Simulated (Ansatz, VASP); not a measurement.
**BAs in VASP and in Ansatz**

File POSCAR:

```
BAs
1.0
    0.0000000000      2.3440302520      2.3440302520
    2.3440302520      0.0000000000      2.3440302520
    2.3440302520      2.3440302520      0.0000000000
B As
1 1
Direct
    0.0000000000      0.0000000000      0.0000000000
    0.2500000000      0.2500000000      0.2500000000
```

File INCAR.step1:

```
SYSTEM = BAs
ALGO = Normal
EDIFF = 1E-5
ENCUT = 520
GGA = PE
ISIF = 2
ISMEAR = 0
LASPH = .TRUE.
LCHARG = .FALSE.
LREAL = .FALSE.
LWAVE = .TRUE.
NBANDS = 11
NELM = 80
PREC = Accurate
SIGMA = 0.01
```

The input INCAR.step2:

```
SYSTEM = BAs
ALGO = Normal
EDIFF = 1E-6
ENCUT = 520
GGA = PE
HFSCREEN = 0.2079
ISIF = 2
ISMEAR = 0
ISTART = 1
LASPH = .TRUE.
LCHARG = .FALSE.
LHFCALC = .TRUE.
LREAL = .FALSE.
LWAVE = .FALSE.
NBANDS = 11
NELM = 80
PREC = Accurate
PRECFOCK = Normal
SIGMA = 0.01
```

File KPOINTS:

```
k-points
0
G
  6 6 6
  0 0 0
```

Input for Ansatz:

```yaml
crystal:
  lattice:
    - [0.0, 2.344030252, 2.344030252]
    - [2.344030252, 0.0, 2.344030252]
    - [2.344030252, 2.344030252, 0.0]
  atoms:
    - { symbol: B, position: [0.0, 0.0, 0.0] }
    - { symbol: As, position: [0.25, 0.25, 0.25] }
kpoints:
  mp_grid: { grid: [6, 6, 6] }
  band_path:
    path:
      - [0.0, 0.0, 0.0]
      - [-0.5, -0.5, 0.0]
      - [-0.375, -0.375, 0.25]
      - [-0.375, 0.0, 0.375]
      - [0.0, 0.0, 0.5]
      - [-0.5, -0.25, 0.25]
      - [0.0, 0.401042, 0.401042]
    npoints: 1
hamiltonian:
  xc: hse06
scf:
  occupations: { method: fixed }
  n_extra_bands: 4
output:
  forces: true
  stress: true
  eigenvalues: true
```

Change from the starting cell: hydrostatic strain -2.0%.

Alike in both runs: task single point; functional HSE06; k mesh 6 × 6 × 6; no spin polarisation.

|  | VASP | Ansatz |
| --- | --- | --- |
| version | VASP 6.6.1 | Ansatz 0.2.0 |
| potentials or method | VASP PAW PBE potentials, release 64 (B, As) | plane waves, PAW |
| plane-wave cutoff (eV) | 520 | 420 |
| occupations | gaussian, width 0.01 eV | fixed |
| valence electrons in the cell | 8 | 18 |

```csv
,VASP,Ansatz,Ansatz less VASP
gap on the k mesh at the Fermi level (eV),1.90,1.89,-0.006
pressure (GPa),8.6,8.6,+0.04
```

VASP's potentials hold 8 valence electrons a cell and Ansatz's 18, so a difference there can come from the potentials and not from the codes. Ansatz's warnings: stress exchange threshold loose, stress scf threshold loose.
